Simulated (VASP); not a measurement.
# Al (Cmme) in VASP: single point with r2SCAN

Aim: the single point of Al with r2SCAN.

Everything below comes from runs of VASP 6.6.1. Logs are shortened: lines on timing, memory, paths and dates and some standing lists are left out, and cuts for length are marked.

## (1) The cell of the first run

Symmetry: Cmme, No. 67, orthorhombic system. The conventional cell has a = 3.189 Å, b = 4.510 Å, c = 13.519 Å, α = 90.00°, β = 90.00°, γ = 90.00°. Al (site symmetry mm2) has 10 Al at 2.76 to 3.19 Å within 3.6 Å. Al (site symmetry mm2) has 14 Al at 2.76 to 3.19 Å within 3.6 Å.

## (2) Single point, r2SCAN (the distance across one plane changed)

POSCAR reads:

```
Al
1.0
   -1.5943685756      1.5943685756     -1.5943685756
   -1.5943685756     -1.5943685756      1.5943685756
    0.0000000000      9.5594548176      9.5594548176
Al
4
Direct
    0.0000000000      0.0000000000      0.5837456341
    0.5000000000      0.5000000000      0.0833922334
    0.0000000000      0.0000000000      0.2501767003
    0.5000000000      0.5000000000      0.4169611672
```

INCAR.step1 reads:

```
SYSTEM = Al
PREC = Accurate ; ENCUT = 520
ISMEAR = 0 ; SIGMA = 0.15
LREAL = .False. ; LASPH = .True.
NELM = 100 ; NBANDS = 14
GGA = PE ; ALGO = Normal
EDIFF = 1E-4 ; LWAVE = .True.
LCHARG = .False.
```

INCAR.step2 reads:

```
SYSTEM = Al
PREC = Accurate ; ENCUT = 520
EDIFF = 1E-6 ; ISMEAR = 0
SIGMA = 0.15 ; LREAL = .False.
LASPH = .True. ; NELM = 100
ALGO = Normal ; ISIF = 2
LWAVE = .False. ; LCHARG = .False.
METAGGA = R2SCAN ; LMIXTAU = .True.
NBANDS = 14 ; ISTART = 1
```

KPOINTS reads:

```
regular mesh
0
Gamma
  22 22 7
  0 0 0
```

Potentials or basis: VASP PAW PBE potentials, release 64 (Al).

Command:

```console
$ cat potpaw_PBE.64/Al/POTCAR > POTCAR
$ cp INCAR.step1 INCAR
$ mpirun -np 1 vasp_std > vasp.out
$ cp INCAR.step2 INCAR
$ mpirun -np 1 vasp_std > vasp.out
```

OUTCAR:

```text
SYSTEM = Al
   PREC = Accurate
   ENCUT = 520
   EDIFF = 1E-6
   ISMEAR = 0
   LREAL = .False.
   LASPH = .True.
   NELM = 100
   ISIF = 2
   METAGGA = R2SCAN
   ISTART = 1

 ion  position               nearest neighbor table
   1  0.000  0.000  0.584-   4 2.76   4 2.76   4 3.19   4 3.19
   2  0.500  0.500  0.083-   3 2.76   3 2.76   3 3.19   3 3.19
   3  0.000  0.000  0.250-   4 2.76   4 2.76   2 2.76   2 2.76   4 3.19   4 3.19   2 3.19   2 3.19

   4  0.500  0.500  0.417-   1 2.76   3 2.76   1 2.76   3 2.76   1 3.19   3 3.19   1 3.19   3 3.19

  LATTYP: Found a base centered orthorhombic cell.
 ALAT       =     3.1887371512
 B/A-ratio  =     1.4142135624
 C/A-ratio  =     4.2396441008

  Lattice vectors:

 A1 = (  -1.5943685756,   1.5943685756,  -1.5943685756)
 A2 = (  -1.5943685756,  -1.5943685756,   1.5943685756)
 A3 = (   0.0000000000,   9.5594548176,   9.5594548176)

Analysis of symmetry for initial positions (statically):
=====================================================================
 Subroutine PRICEL returns:
 Original cell was already a primitive cell.

 Routine SETGRP: Setting up the symmetry group for a
 base centered orthorhombic supercell.

 Subroutine GETGRP returns: Found  8 space group operations
 (whereof  4 operations were pure point group operations)
 out of a pool of  8 trial point group operations.

The static configuration has the point symmetry C_2v.
 The point group associated with its full space group is D_2h.

Analysis of symmetry for dynamics (positions and initial velocities):
=====================================================================
 Subroutine PRICEL returns:
 Original cell was already a primitive cell.

 Routine SETGRP: Setting up the symmetry group for a
 base centered orthorhombic supercell.

 Subroutine GETGRP returns: Found  8 space group operations
 (whereof  4 operations were pure point group operations)
 out of a pool of  8 trial point group operations.

The dynamic configuration has the point symmetry C_2v.
 The point group associated with its full space group is D_2h.

 Subroutine INISYM returns: Found  8 space group operations
 (whereof  4 operations are pure point group operations),
 and found     1 'primitive' translations

----------------------------------------------------------------------------------------

                                     Primitive cell

  volume of cell :      97.2010

  direct lattice vectors                    reciprocal lattice vectors
    -1.594368576  1.594368576 -1.594368576    -0.313603772  0.156801886 -0.156801886
    -1.594368576 -1.594368576  1.594368576    -0.313603772 -0.156801886  0.156801886
     0.000000000  9.559454818  9.559454818     0.000000000  0.052304238  0.052304238

  length of vectors
     2.761527379  2.761527379 13.519110652     0.384084612  0.384084612  0.073969363

  position of ions in fractional coordinates (direct lattice)
     0.000000000  0.000000000  0.583745634
     0.500000000  0.500000000  0.083392233
     0.000000000  0.000000000  0.250176700
     0.500000000  0.500000000  0.416961167

  ion indices of the primitive-cell ions
   primitive index   ion index
                 1           1
                 2           2
                 3           3
                 4           4

----------------------------------------------------------------------------------------

 KPOINTS: regular mesh

Automatic generation of k-mesh.
 Grid dimensions read from file:
 generate k-points for:   22   22    7

 Generating k-lattice:

  Cartesian coordinates                     Fractional coordinates (reciprocal lattice)
    -0.014254717  0.007127358 -0.007127358     0.045454545  0.000000000  0.000000000
    -0.014254717 -0.007127358  0.007127358     0.000000000  0.045454545  0.000000000
     0.000000000  0.007472034  0.007472034     0.000000000  0.000000000  0.142857143

  Length of vectors
     0.017458391  0.017458391  0.010567052

  Shift w.r.t. Gamma in fractional coordinates (k-lattice)
     0.000000000  0.000000000  0.000000000

 Subroutine IBZKPT returns following result:
 ===========================================

 Found    532 irreducible k-points:

 Following reciprocal coordinates:
            Coordinates               Weight
  0.000000  0.000000  0.000000      1.000000
  0.045455  0.000000  0.000000      4.000000
  0.090909  0.000000  0.000000      4.000000
  0.136364  0.000000  0.000000      4.000000
  0.181818  0.000000  0.000000      4.000000
  0.227273  0.000000  0.000000      4.000000
[... 16 lines left out ...]
  0.500000  0.045455  0.000000      4.000000
 -0.454545  0.045455  0.000000      4.000000
 [... further k-points ...]
   k-points           NKPTS =    532   k-points in BZ     NKDIM =    532   number of bands    NBANDS=     14
   number of dos      NEDOS =    301   number of ions     NIONS =      4
   total plane-waves  NPLWV =  62208
   dimension x,y,z NGX =    24 NGY =   24 NGZ =  108
   dimension x,y,z NGXF=    48 NGYF=   48 NGZF=  216
   ions per type =               4
   NGX,Y,Z   is equivalent  to a cutoff of  14.45, 14.45, 13.28 a.u.
   NGXF,Y,Z  is equivalent  to a cutoff of  28.90, 28.90, 26.56 a.u.
 SYSTEM =  Al
   PREC   = accura    normal or accurate (medium, high low for compatibility)
   ISTART =      1    job   : 0-new  1-cont  2-samecut
   ICHARG =      0    charge: 1-file 2-atom 10-const
   ISPIN  =      1    spin polarized calculation?
   LNONCOLLINEAR =      F non collinear calculations
   LSORBIT =      F    spin-orbit coupling
   LASPH  =      T    aspherical Exc in radial PAW
   ENCUT  =  520.0 eV  38.22 Ry    6.18 a.u.   5.13  5.13 25.14*2*pi/ulx,y,z
   NELM   =    100;   NELMIN=  2; NELMDL=  0     # of ELM steps
   EDIFF  = 0.1E-05   stopping-criterion for ELM
   LREAL  =      F    real-space projection
   EDIFFG = 0.1E-04   stopping-criterion for IOM
   NSW    =      0    number of steps for IOM
   IBRION =     -1    ionic relax: 0-MD 1-quasi-New 2-CG
   NFREE  =      0    steps in history (QN), initial steepest desc. (CG)
   ISIF   =      2    stress and relaxation
   ISYM   =      2    0-nonsym 1-usesym 2-fastsym
   POTIM  = 0.5000    time-step for ionic-motion
   TEBEG  =    0.0;   TEEND  =   0.0 temperature during run
   PSTRESS=    0.0 pullay stress
   NELECT =      12.0000    total number of electrons
   NUPDOWN=      -1.0000    fix difference up-down
   EMIN   =  10.00;   EMAX   =-10.00  energy-range for DOS
   EFERMI =   0.00;   METHOD = LEGACY
   ISMEAR =     0;   SIGMA  =   0.15  broadening in eV -4-tet -1-fermi 0-gaus
   EFERMI_NEDOS =   21; number of points for ismear=-14 and -15
   IALGO  =     38    algorithm
   IMIX   =      4    mixing-type and parameters
     AMIX     =   0.40;   BMIX     =  1.00
     AMIX_MAG =   1.60;   BMIX_MAG =  1.00
  volume/ion in A,a.u.               =      24.30       163.99
  Fermi-wavevector in a.u.,A,eV,Ry     =   0.815164  1.540437  9.040970  0.664493
  Thomas-Fermi vector in A             =   1.925203
   LORBIT       =      0    0 simple, 1 ext, 2 COOP (PROOUT), +10 PAW based schemes
   METAGGA = R2SCAN    functional components
   LHFCALC =     F    Hartree Fock is set to
   AEXX    =    0.0000 exact exchange contribution
   IVDW    =     0    specifies the selected vdW correction
   LEPSILON=     F    determine dielectric tensor
   LRPA    =     F    only Hartree local field effects (RPA)
 non-spin polarized calculation
 Gauss-broadening in eV      SIGMA  =   0.15
  energy-cutoff  :      520.00
  volume of cell :       97.20
 maximum number of plane-waves:      2650
 NGX is ok and might be reduce to    24
   NGX = 11   NGY = 11   NGZ = 51

 number of electron      12.0000000 magnetization

 Free energy of the ion-electron system (eV)
  ---------------------------------------------------
  ext. energy  EPLUGINS =         0.00000000
  ---------------------------------------------------
  free energy    TOTEN  =       -25.73198367 eV

  energy without entropy =      -25.71004815  energy(sigma->0) =      -25.72101591

 E-fermi :   4.2255     XC(G=0):  -8.4451

 val. band max:        4.2251962514   @ k =   0.4545   0.2273   0.0000
 cond. band min:       4.2266140088   @ k =   0.5000   0.4091   0.2857
 fundamental gap:      0.0014177574
 Fermi energy:         4.2254525761

 k-point     1 :       0.0000    0.0000    0.0000
  band No.  band energies     occupation
      1      -7.3781      2.00000
      2      -6.1897      2.00000
      3      -4.3036      2.00000
      4      -1.7164      2.00000
      5       0.7124      2.00000
      6       4.1842      1.30277
      7       6.4081      0.00000
      8      10.1921      0.00000
      9      10.5511      0.00000
     10      13.2946      0.00000
     11      13.4999      0.00000
     12      14.3539      0.00000
     13      14.4752      0.00000
     14      15.3150      0.00000

 k-point     2 :       0.0455    0.0000    0.0000
  band No.  band energies     occupation
      1      -7.3302      2.00000
      2      -6.1420      2.00000
      3      -4.2564      2.00000
      4      -1.6694      2.00000
      5       0.7578      2.00000
      6       4.2283      0.97828
      7       6.4526      0.00000
      8      10.2305      0.00000
      9      10.5913      0.00000
     10      12.2656      0.00000
     11      13.3166      0.00000
     12      13.5789      0.00000
     13      14.5820      0.00000
     14      14.9331      0.00000

 k-point     3 :       0.0909    0.0000    0.0000
  band No.  band energies     occupation
      1      -7.1866      2.00000
      2      -5.9992      2.00000
      3      -4.1147      2.00000
      4      -1.5284      2.00000
      5       0.8939      2.00000
      6       4.3600      0.20468
      7       6.5851      0.00000
      8      10.3321      0.00000
      9      10.7005      0.00000
     10      10.7386      0.00000
     11      11.8291      0.00000
     12      13.3112      0.00000
     13      13.4824      0.00000
     14      14.3259      0.00000

 k-point     4 :       0.1364    0.0000    0.0000
  band No.  band energies     occupation
      1      -6.9475      2.00000
      2      -5.7615      2.00000
      3      -3.8790      2.00000
      4      -1.2941      2.00000
      5       1.1207      2.00000
      6       4.5756      0.00096
      7       6.8008      0.00000
      8       9.1393      0.00000
      9      10.0556      0.00000
     10      10.7437      0.00000
     11      10.8515      0.00000
     12      11.9821      0.00000
     13      13.0155      0.00000
     14      13.9056      0.00000

 k-point     5 :       0.1818    0.0000    0.0000
  band No.  band energies     occupation
      1      -6.6134      2.00000
      2      -5.4294      2.00000
      3      -3.5498      2.00000
      4      -0.9674      2.00000
      5       1.4380      2.00000
      6       4.8616      0.00000
      7       7.0712      0.00000
      8       7.5918      0.00000
      9       8.6459      0.00000
     10      10.2147      0.00000
     11      10.9285      0.00000
[... 276 lines left out ...]
 k-point    22 :       0.4545    0.0455    0.0000
  band No.  band energies     occupation
      1      -2.3145      2.00000
      2      -1.2020      2.00000
      3      -0.9278      2.00000
      4       0.0731      2.00000
      5       0.8673      2.00000
      6       2.0820      2.00000
      7       3.3257      2.00000
      8       4.5948      0.00050
      9       5.6301      0.00000
     10       6.8881      0.00000
     11       9.0671      0.00000
     12      10.2866      0.00000
     13      11.0898      0.00000
     14      11.1983      0.00000

 k-point    23 :       0.5000    0.0455    0.0000
  band No.  band energies     occupation
      1      -1.9946      2.00000
      2      -1.3376      2.00000
      3      -0.8247      2.00000
      4      -0.2033      2.00000
      5       1.1135      2.00000
      6       1.7447      2.00000
      7       3.6312      2.00000
      8       4.2756      0.63624
      9       5.9223      0.00000
     10       6.5618      0.00000
     11       9.3985      0.00000
     12       9.9350      0.00000
     13      11.3106      0.00000
     14      11.7017      0.00000

 k-point    24 :      -0.4545    0.0455    0.0000
  band No.  band energies     occupation
      1      -2.9303      2.00000
      2      -1.7748      2.00000
      3      -0.2467      2.00000
      4       0.0023      2.00000
      5       1.0558      2.00000
      6       2.7137      2.00000
      7       2.8259      2.00000
      8       4.8850      0.00000
      9       5.4564      0.00000
     10       7.5434      0.00000
     11       8.6069      0.00000
     12      10.5446      0.00000
     13      11.0302      0.00000
     14      11.8686      0.00000

 [... further k-points ...]
[... 5 lines left out ...]
  --------------------------------------------------------------------------------------
  -------------------------------------------------------------------------------------
  Total       -1.4040656     -0.5317054     -0.5317054      0.0000000      0.1417757      0.0000000
  in kB      -23.1434129     -8.7641752     -8.7641752      0.0000000      2.3369084      0.0000000
  external PRESSURE =     -13.5572544 kB  Pullay stress =       0.0000000 kB

 VOLUME and BASIS-vectors are now :
 -----------------------------------------------------------------------------
  energy-cutoff  :      520.00
  volume of cell :       97.20
      direct lattice vectors                 reciprocal lattice vectors
    -1.594368576  1.594368576 -1.594368576    -0.313603772  0.156801886 -0.156801886
    -1.594368576 -1.594368576  1.594368576    -0.313603772 -0.156801886  0.156801886
     0.000000000  9.559454818  9.559454818     0.000000000  0.052304238  0.052304238

 POSITION                                       TOTAL-FORCE (eV/Angst)
 -----------------------------------------------------------------------------------
      0.00000      5.58029      5.58029         0.000000     -0.001614     -0.001614
     -1.59437      0.79718      0.79718         0.000000      0.001614      0.001614
      0.00000      2.39155      2.39155        -0.000000      0.091426      0.091426
     -1.59437      3.98592      3.98592        -0.000000     -0.091426     -0.091426
 -----------------------------------------------------------------------------------
    total drift:                                0.000000      0.000271      0.000271

  FREE ENERGIE OF THE ION-ELECTRON SYSTEM (eV)
  ---------------------------------------------------
  free  energy   TOTEN  =       -25.7319836681 eV

  energy  without entropy=      -25.7100481541  energy(sigma->0) =      -25.72101591
```

It took 70 min on 1 thread of Oxide Virtual Turin-like, shared host; peak memory 0.61 GiB.

Results:

```yaml
Free_energy: -25.7320 eV
Pressure: -1.4 GPa
Largest_force: 0.129 eV/Å
Band_gap_on_the_k_mesh: zero (bands 6 and 7 overlap by 3.70 eV)
```

Forces on the atoms (eV/Å):
```
Al   0.000 -0.002 -0.002
Al   0.000  0.002  0.002
Al   0.000  0.091  0.091
Al   0.000 -0.091 -0.091
```

Caveat: the cell differs from its parent crystal (the distance across one plane changed); the PAW data sets were made with another functional, which shifts forces and pressure a little.
